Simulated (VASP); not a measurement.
# HfN (I-4m2) in VASP: further runs, part 2 of 2

VASP 6.6.1. The steps go on from the part before.

### Step 4. Single point, PBEsol (strain -0.025 along x and y, +0.025 along z)

File INCAR:

```
SYSTEM = HfN
  PREC = Accurate
  ENCUT = 520
  EDIFF = 1E-7
  ISMEAR = 0
  SIGMA = 0.15
  LREAL = .FALSE.
  LASPH = .TRUE.
  NELM = 100
  ALGO = Normal
  ISIF = 2
  LWAVE = .FALSE.
  LCHARG = .TRUE.
  GGA = PS
  LELF = .TRUE.
  LVHAR = .TRUE.
  NBANDS = 14
```

File KPOINTS:

```
regular mesh
0
G
  16 16 16
  0 0 0
```

File POSCAR:

```
HfN
1.0
    0.0000000000      2.3934514500      2.5161925500
    2.3934514500      0.0000000000      2.5161925500
    2.3934514500      2.3934514500      0.0000000000
Hf N
1 1
Direct
    0.0000000000      0.0000000000      0.0000000000
    0.7500000000      0.7500000000      0.7500000000
```

Potentials or basis: VASP PAW PBE potentials, release 64 (Hf_pv, N).

The run is started by

```bash
$ cat potpaw_PBE.64/Hf_pv/POTCAR potpaw_PBE.64/N/POTCAR > POTCAR
$ mpirun -np 1 vasp_std > vasp.out
```

OUTCAR:

```text
SYSTEM = HfN
   PREC = Accurate
   ENCUT = 520
   EDIFF = 1E-7
   ISMEAR = 0
   LREAL = .FALSE.
   LASPH = .TRUE.
   NELM = 100
   ISIF = 2
   GGA = PS

 ion  position               nearest neighbor table
   1  0.000  0.000  0.000-   2 2.11   2 2.11   2 2.11   2 2.11
   2  0.750  0.750  0.750-   1 2.11   1 2.11   1 2.11   1 2.11

  LATTYP: Found a body centered tetragonal cell.
 ALAT       =     3.3848515015
 C/A-ratio  =     1.4867373348

  Lattice vectors:

 A1 = (  -2.3934514500,   0.0000000000,   2.5161925500)
 A2 = (   2.3934514500,   0.0000000000,   2.5161925500)
 A3 = (   0.0000000000,   2.3934514500,  -2.5161925500)

Analysis of symmetry for initial positions (statically):
=====================================================================
 Subroutine PRICEL returns:
 Original cell was already a primitive cell.

 Routine SETGRP: Setting up the symmetry group for a
 body centered tetragonal supercell.

 Subroutine GETGRP returns: Found  8 space group operations
 (whereof  8 operations were pure point group operations)
 out of a pool of 16 trial point group operations.

The static configuration has the point symmetry D_2d.

Analysis of symmetry for dynamics (positions and initial velocities):
=====================================================================
 Subroutine PRICEL returns:
 Original cell was already a primitive cell.

 Routine SETGRP: Setting up the symmetry group for a
 body centered tetragonal supercell.

 Subroutine GETGRP returns: Found  8 space group operations
 (whereof  8 operations were pure point group operations)
 out of a pool of 16 trial point group operations.

The dynamic configuration has the point symmetry D_2d.

 Subroutine INISYM returns: Found  8 space group operations
 (whereof  8 operations are pure point group operations),
 and found     1 'primitive' translations

----------------------------------------------------------------------------------------

                                     Primitive cell

  volume of cell :      28.8286

  direct lattice vectors                    reciprocal lattice vectors
     0.000000000  2.393451450  2.516192550    -0.208903339  0.208903339  0.198712932
     2.393451450  0.000000000  2.516192550     0.208903339 -0.208903339  0.198712932
     2.393451450  2.393451450  0.000000000     0.208903339  0.208903339 -0.198712932

  length of vectors
     3.472727284  3.472727284  3.384851501     0.356044997  0.356044997  0.356044997

  position of ions in fractional coordinates (direct lattice)
     0.000000000  0.000000000  0.000000000
     0.750000000  0.750000000  0.750000000

  ion indices of the primitive-cell ions
   primitive index   ion index
                 1           1
                 2           2

----------------------------------------------------------------------------------------

 KPOINTS: regular mesh

Automatic generation of k-mesh.
 Grid dimensions read from file:
 generate k-points for:   16   16   16

 Generating k-lattice:

  Cartesian coordinates                     Fractional coordinates (reciprocal lattice)
    -0.013056459  0.013056459  0.012419558     0.062500000  0.000000000  0.000000000
     0.013056459 -0.013056459  0.012419558     0.000000000  0.062500000  0.000000000
     0.013056459  0.013056459 -0.012419558     0.000000000  0.000000000  0.062500000

  Length of vectors
[... 40 lines left out ...]
   dimension x,y,z NGX =    28 NGY =   28 NGZ =   28
   dimension x,y,z NGXF=    56 NGYF=   56 NGZF=   56
   ions per type =               1   1
   NGX,Y,Z   is equivalent  to a cutoff of  13.40, 13.40, 13.75 a.u.
   NGXF,Y,Z  is equivalent  to a cutoff of  26.81, 26.81, 27.50 a.u.
 SYSTEM =  HfN
   PREC   = accura    normal or accurate (medium, high low for compatibility)
   ISTART =      0    job   : 0-new  1-cont  2-samecut
   ICHARG =      2    charge: 1-file 2-atom 10-const
   ISPIN  =      1    spin polarized calculation?
   LNONCOLLINEAR =      F non collinear calculations
   LSORBIT =      F    spin-orbit coupling
   LASPH  =      T    aspherical Exc in radial PAW
   ENCUT  =  520.0 eV  38.22 Ry    6.18 a.u.   6.46  6.46  6.29*2*pi/ulx,y,z
   NELM   =    100;   NELMIN=  2; NELMDL= -5     # of ELM steps
   EDIFF  = 0.1E-06   stopping-criterion for ELM
   LREAL  =      F    real-space projection
   EDIFFG = 0.1E-05   stopping-criterion for IOM
   NSW    =      0    number of steps for IOM
   IBRION =     -1    ionic relax: 0-MD 1-quasi-New 2-CG
   NFREE  =      0    steps in history (QN), initial steepest desc. (CG)
   ISIF   =      2    stress and relaxation
   ISYM   =      2    0-nonsym 1-usesym 2-fastsym
   POTIM  = 0.5000    time-step for ionic-motion
   TEBEG  =    0.0;   TEEND  =   0.0 temperature during run
   PSTRESS=    0.0 pullay stress
   NELECT =      15.0000    total number of electrons
   NUPDOWN=      -1.0000    fix difference up-down
   EMIN   =  10.00;   EMAX   =-10.00  energy-range for DOS
   EFERMI =   0.00;   METHOD = LEGACY
   ISMEAR =     0;   SIGMA  =   0.15  broadening in eV -4-tet -1-fermi 0-gaus
   EFERMI_NEDOS =   21; number of points for ismear=-14 and -15
   IALGO  =     38    algorithm
   IMIX   =      4    mixing-type and parameters
     AMIX     =   0.40;   BMIX     =  1.00
     AMIX_MAG =   1.60;   BMIX_MAG =  1.00
  volume/ion in A,a.u.               =      14.41        97.27
  Fermi-wavevector in a.u.,A,eV,Ry     =   1.316732  2.488264 23.589569  1.733784
  Thomas-Fermi vector in A             =   2.446824
   LORBIT       =      0    0 simple, 1 ext, 2 COOP (PROOUT), +10 PAW based schemes
   GGA     = PS    functional components
   LHFCALC =     F    Hartree Fock is set to
   AEXX    =    0.0000 exact exchange contribution
   IVDW    =     0    specifies the selected vdW correction
   LEPSILON=     F    determine dielectric tensor
   LRPA    =     F    only Hartree local field effects (RPA)
 non-spin polarized calculation
 Gauss-broadening in eV      SIGMA  =   0.15
  energy-cutoff  :      520.00
  volume of cell :       28.83
 maximum number of plane-waves:       796
 NGX is ok and might be reduce to    28
   NGX = 13   NGY = 13   NGZ = 13

 number of electron      15.0000002 magnetization

 Free energy of the ion-electron system (eV)
  ---------------------------------------------------
  ext. energy  EPLUGINS =         0.00000000
  ---------------------------------------------------
  free energy    TOTEN  =       -22.24788182 eV

  energy without entropy =      -22.24031161  energy(sigma->0) =      -22.24409672

 E-fermi :   5.8136     XC(G=0): -11.5223

 val. band max:        5.8083132085   @ k =  -0.1875   0.2500   0.1875
 cond. band min:       5.8182807865   @ k =   0.3125   0.0625   0.2500
 fundamental gap:      0.0099675780
 Fermi energy:         5.8135873038

 k-point     1 :       0.0000    0.0000    0.0000
  band No.  band energies     occupation
      1     -25.1643      2.00000
      2     -25.1643      2.00000
      3     -25.1624      2.00000
      4     -10.4240      2.00000
      5       0.1518      2.00000
      6       0.2989      2.00000
      7       0.2989      2.00000
      8       5.1159      2.00000
      9       7.7440      0.00000
     10       8.3943      0.00000
     11      11.9771      0.00000
     12      12.8246      0.00000
     13      12.8246      0.00000
     14      18.2284      0.00000
[... 377 lines left out ...]
      1     -25.2205      2.00000
      2     -25.1751      2.00000
      3     -25.1670      2.00000
      4     -10.2912      2.00000
      5       0.0177      2.00000
      6       0.2748      2.00000
      7       0.3696      2.00000
      8       5.6814      1.78730
      9       7.7969      0.00000
     10       8.0373      0.00000
     11      12.0779      0.00000
     12      12.5978      0.00000
     13      13.1547      0.00000
     14      17.8653      0.00000

 [... further k-points ...]

------------------------ aborting loop because EDIFF is reached ----------------------------------------

  FORCE on cell =-STRESS in cart. coord.  units (eV):
  Direction    XX          YY          ZZ          XY          YZ          ZX
  --------------------------------------------------------------------------------------
  -------------------------------------------------------------------------------------
  Total        0.3074529      0.3074529     -1.1625583      0.0000000      0.0000000      0.0000000
  in kB       17.0870107     17.0870107    -64.6103652      0.0000000      0.0000000      0.0000000
  external PRESSURE =     -10.1454480 kB  Pullay stress =       0.0000000 kB

 VOLUME and BASIS-vectors are now :
 -----------------------------------------------------------------------------
  energy-cutoff  :      520.00
  volume of cell :       28.83
      direct lattice vectors                 reciprocal lattice vectors
     0.000000000  2.393451450  2.516192550    -0.208903339  0.208903339  0.198712932
     2.393451450  0.000000000  2.516192550     0.208903339 -0.208903339  0.198712932
     2.393451450  2.393451450  0.000000000     0.208903339  0.208903339 -0.198712932

 POSITION                                       TOTAL-FORCE (eV/Angst)
 -----------------------------------------------------------------------------------
      0.00000      0.00000      0.00000         0.000000      0.000000      0.000000
      3.59018      3.59018      3.77429        -0.000000     -0.000000     -0.000000
 -----------------------------------------------------------------------------------
    total drift:                                0.000000      0.000000      0.000000

  FREE ENERGIE OF THE ION-ELECTRON SYSTEM (eV)
  ---------------------------------------------------
  free  energy   TOTEN  =       -22.2478818209 eV

  energy  without entropy=      -22.2403116106  energy(sigma->0) =      -22.24409672
```

OSZICAR:

```text
N       E                     dE             d eps       ncg     rms          rms(c)
DAV:   1     0.407437966449E+02    0.40744E+02   -0.77315E+03  9772   0.979E+02
DAV:   2    -0.231152285701E+02   -0.63859E+02   -0.59656E+02 13208   0.232E+02
DAV:   3    -0.255424828280E+02   -0.24273E+01   -0.24175E+01 11452   0.377E+01
DAV:   4    -0.255557858965E+02   -0.13303E-01   -0.13302E-01 11440   0.330E+00
DAV:   5    -0.255559173538E+02   -0.13146E-03   -0.13146E-03 11512   0.290E-01    0.568E+01
DAV:   6    -0.223812725049E+02    0.31746E+01   -0.11395E+01 10756   0.236E+01    0.407E+01
DAV:   7    -0.222752478140E+02    0.10602E+00   -0.65948E-01 10564   0.719E+00    0.248E+01
DAV:   8    -0.222547467958E+02    0.20501E-01   -0.93164E-02 11746   0.273E+00    0.598E+00
DAV:   9    -0.222481027807E+02    0.66440E-02   -0.18739E-02 11026   0.101E+00    0.176E+00
DAV:  10    -0.222479314873E+02    0.17129E-03   -0.16230E-03 11692   0.361E-01    0.380E-01
DAV:  11    -0.222478843767E+02    0.47111E-04   -0.13885E-04 10990   0.110E-01    0.860E-02
DAV:  12    -0.222478819143E+02    0.24625E-05   -0.21897E-05 13090   0.364E-02    0.232E-02
DAV:  13    -0.222478818209E+02    0.93376E-07   -0.86209E-07 10720   0.873E-03
   1 F= -.22247882E+02 E0= -.22244097E+02  d E =-.757021E-02
```

It took 2.5 min on 1 thread of AMD EPYC 9R14 (Zen 4), shared host; peak memory 0.24 GiB.

What came out:

```yaml
Free_energy: -22.2479 eV
Pressure: -1.0 GPa
Band_gap_on_the_k_mesh: zero (an odd number of electrons rules out a gap without spin polarisation)
```

Stress tensor (GPa, compression positive):
```
 1.71  0.00  0.00
 0.00  1.71  0.00
 0.00  0.00 -6.46
```

Levels at points of the mesh, in eV from the Fermi level:
```tsv
k point	band 5	band 6	band 7	band 8	band 9	band 10	band 11	band 12
(0.00, 0.00, 0.00)	-5.66	-5.51	-5.51	-0.70	1.93	2.58	6.16	7.01
(0.50, 0.00, 0.00)	-5.79	-5.10	-4.82	1.55	2.73	2.86	4.19	5.41
(0.50, 0.50, 0.00)	-7.14	-3.53	-3.53	-1.37	2.10	4.16	4.75	4.75
(0.50, 0.00, 0.50)	-7.04	-3.77	-3.61	-1.05	2.14	4.22	4.73	4.88
```

Caveat: the cell differs from its parent crystal (strain -0.025 along x and y, +0.025 along z); the stress differs along the axes, from -6 to 2 GPa; the PAW data sets were made with another functional, which shifts forces and pressure a little; spin-orbit coupling is left out, which moves the levels of the heavy elements; an odd number of electrons without spin polarisation forces a metal; a magnetic or distorted state may lie lower.

### Step 5. Single point, PBEsol (strain +0.000 along x and y, +0.025 along z)

File INCAR:

```
SYSTEM = HfN
PREC = Accurate
ENCUT = 520
EDIFF = 1E-7
ISMEAR = 0
SIGMA = 0.15
LREAL = .FALSE.
LASPH = .TRUE.
NELM = 80
ALGO = Normal
ISIF = 2
LWAVE = .FALSE.
LCHARG = .FALSE.
GGA = PS
NBANDS = 14
```

File KPOINTS:

```
Automatic mesh
0
G
  16 16 16
  0 0 0
```

File POSCAR:

```
HfN
1.0
    0.0000000000      2.4548220000      2.5161925500
    2.4548220000      0.0000000000      2.5161925500
    2.4548220000      2.4548220000      0.0000000000
Hf N
1 1
Direct
    0.0000000000      0.0000000000      0.0000000000
    0.7500000000      0.7500000000      0.7500000000
```

Potentials or basis: VASP PAW PBE potentials, release 64 (Hf_pv, N).

The run is started by

```bash
$ cat potpaw_PBE.64/Hf_pv/POTCAR potpaw_PBE.64/N/POTCAR > POTCAR
$ mpirun -np 1 vasp_std > vasp.out
```

OUTCAR:

```text
SYSTEM = HfN
   PREC = Accurate
   ENCUT = 520
   EDIFF = 1E-7
   ISMEAR = 0
   LREAL = .FALSE.
   LASPH = .TRUE.
   NELM = 80
   ISIF = 2
   GGA = PS

 ion  position               nearest neighbor table
   1  0.000  0.000  0.000-   2 2.14   2 2.14   2 2.14   2 2.14
   2  0.750  0.750  0.750-   1 2.14   1 2.14   1 2.14   1 2.14

  LATTYP: Found a body centered tetragonal cell.
 ALAT       =     3.4716425656
 C/A-ratio  =     1.4495689014

  Lattice vectors:

 A1 = (  -2.4548220000,   0.0000000000,   2.5161925500)
 A2 = (   2.4548220000,   0.0000000000,   2.5161925500)
 A3 = (   0.0000000000,   2.4548220000,  -2.5161925500)

Analysis of symmetry for initial positions (statically):
=====================================================================
 Subroutine PRICEL returns:
 Original cell was already a primitive cell.

 Routine SETGRP: Setting up the symmetry group for a
 body centered tetragonal supercell.

 Subroutine GETGRP returns: Found  8 space group operations
 (whereof  8 operations were pure point group operations)
 out of a pool of 16 trial point group operations.

The static configuration has the point symmetry D_2d.

[... 177 lines left out ...]
      8       4.6219      2.00000
      9       7.4080      0.00000
     10       7.7085      0.00000
     11      11.5773      0.00000
     12      11.9645      0.00000
     13      11.9645      0.00000
     14      17.6066      0.00000
[... 377 lines left out ...]
      1     -25.7762      2.00000
      2     -25.7398      2.00000
      3     -25.7357      2.00000
      4     -10.4414      2.00000
      5      -0.1526      2.00000
      6       0.1340      2.00000
      7       0.1678      2.00000
      8       5.1788      1.97360
      9       7.4010      0.00000
     10       7.4134      0.00000
     11      11.6413      0.00000
     12      11.7649      0.00000
     13      12.2566      0.00000
     14      17.0390      0.00000

 [... further k-points ...]

------------------------ aborting loop because EDIFF is reached ----------------------------------------

  FORCE on cell =-STRESS in cart. coord.  units (eV):
  Direction    XX          YY          ZZ          XY          YZ          ZX
  --------------------------------------------------------------------------------------
  -------------------------------------------------------------------------------------
  Total       -1.6927159     -1.6927159     -2.4299267      0.0000000      0.0000000      0.0000000
  in kB      -89.4294938    -89.4294938   -128.3777862      0.0000000      0.0000000      0.0000000
  external PRESSURE =    -102.4122579 kB  Pullay stress =       0.0000000 kB

 VOLUME and BASIS-vectors are now :
 -----------------------------------------------------------------------------
  energy-cutoff  :      520.00
  volume of cell :       30.33
      direct lattice vectors                 reciprocal lattice vectors
     0.000000000  2.454822000  2.516192550    -0.203680756  0.203680756  0.198712932
     2.454822000  0.000000000  2.516192550     0.203680756 -0.203680756  0.198712932
     2.454822000  2.454822000  0.000000000     0.203680756  0.203680756 -0.198712932

 POSITION                                       TOTAL-FORCE (eV/Angst)
 -----------------------------------------------------------------------------------
      0.00000      0.00000      0.00000         0.000000      0.000000      0.000000
      3.68223      3.68223      3.77429        -0.000000     -0.000000     -0.000000
 -----------------------------------------------------------------------------------
    total drift:                                0.000000      0.000000      0.000000

  FREE ENERGIE OF THE ION-ELECTRON SYSTEM (eV)
  ---------------------------------------------------
  free  energy   TOTEN  =       -22.2129168709 eV

  energy  without entropy=      -22.2052711929  energy(sigma->0) =      -22.20909403
```

OSZICAR:

```text
N       E                     dE             d eps       ncg     rms          rms(c)
DAV:   1     0.406686677701E+02    0.40669E+02   -0.76560E+03  9780   0.970E+02
DAV:   2    -0.229997150142E+02   -0.63668E+02   -0.59440E+02 13294   0.231E+02
DAV:   3    -0.255326984110E+02   -0.25330E+01   -0.25241E+01 11284   0.379E+01
DAV:   4    -0.255474404275E+02   -0.14742E-01   -0.14741E-01 11662   0.346E+00
DAV:   5    -0.255475937749E+02   -0.15335E-03   -0.15335E-03 11308   0.313E-01    0.521E+01
DAV:   6    -0.223818088931E+02    0.31658E+01   -0.11995E+01 10756   0.234E+01    0.381E+01
DAV:   7    -0.222440252973E+02    0.13778E+00   -0.71315E-01 10378   0.735E+00    0.243E+01
DAV:   8    -0.222222590378E+02    0.21766E-01   -0.12943E-01 11368   0.312E+00    0.653E+00
DAV:   9    -0.222131142575E+02    0.91448E-02   -0.24393E-02 10972   0.117E+00    0.174E+00
DAV:  10    -0.222129647178E+02    0.14954E-03   -0.16897E-03 11908   0.361E-01    0.331E-01
DAV:  11    -0.222129191494E+02    0.45568E-04   -0.13618E-04 10972   0.106E-01    0.868E-02
DAV:  12    -0.222129169926E+02    0.21568E-05   -0.21075E-05 13030   0.352E-02    0.232E-02
DAV:  13    -0.222129168924E+02    0.10020E-06   -0.90381E-07 10780   0.877E-03    0.999E-03
DAV:  14    -0.222129168709E+02    0.21562E-07   -0.59794E-08  7448   0.218E-03
   1 F= -.22212917E+02 E0= -.22209094E+02  d E =-.764568E-02
```

It took 2.6 min on 1 thread of AMD EPYC 9R14 (Zen 4), shared host; peak memory 0.25 GiB.

Results:

| Quantity | Value |
| --- | --- |
| Free energy | -22.2129 eV |
| Pressure | -10.2 GPa |
| Band gap on the k mesh | zero (an odd number of electrons rules out a gap without spin polarisation) |

Levels at points of the mesh, in eV from the Fermi level:
```tsv
k point	band 5	band 6	band 7	band 8	band 9	band 10	band 11	band 12
(0.00, 0.00, 0.00)	-5.38	-5.31	-5.31	-0.79	1.99	2.29	6.16	6.55
(0.50, 0.00, 0.00)	-5.67	-4.83	-4.70	1.49	2.60	2.65	4.06	5.11
(0.50, 0.50, 0.00)	-6.83	-3.52	-3.52	-1.22	2.03	3.89	4.50	4.50
(0.50, 0.00, 0.50)	-6.77	-3.63	-3.55	-1.07	2.06	3.89	4.48	4.54
```

Caveat: the cell differs from its parent crystal (strain +0.000 along x and y, +0.025 along z); the cell stands under tension; the PAW data sets were made with another functional, which shifts forces and pressure a little; spin-orbit coupling is left out, which moves the levels of the heavy elements; an odd number of electrons without spin polarisation forces a metal; a magnetic or distorted state may lie lower.

### Step 6. Summary

| cell | gap on the mesh (eV) | pressure (GPa) |
| --- | --- | --- |
| a = 3.429, b = 3.429, c = 3.385 Å, angles 60.4, 60.4, 59.2°, 2 atoms | none | 4.4 |
| a = 3.429, b = 3.429, c = 3.472 Å, angles 59.6, 59.6, 60.8°, 2 atoms | none | -1.0 |
| a = 3.473, b = 3.473, c = 3.385 Å, angles 60.8, 60.8, 58.3°, 2 atoms | none | -1.0 |
| a = 3.515, b = 3.515, c = 3.472 Å, angles 60.4, 60.4, 59.2°, 2 atoms | none | -10.2 |

Alike in all rows: task single point; level PBEsol; potentials or basis VASP PAW PBE potentials, release 64 (Hf_pv, N); no spin polarisation; k mesh 16 × 16 × 16; cutoff (eV) 520; smearing gaussian 0.15 eV.

Caveats: the PAW data sets were made with another functional, which shifts forces and pressure a little; spin-orbit coupling is left out, which moves the levels of the heavy elements; an odd number of electrons without spin polarisation forces a metal; a magnetic or distorted state may lie lower; the cell stands under pressure (at least some runs); the stress differs along the axes, from -6 to 2 GPa (at least some runs); the cell stands under tension (at least some runs).

Absolute energies hang on the potentials; compare differences alone.

The gap in the log of VASP goes by the Fermi energy; the results here count the filled bands.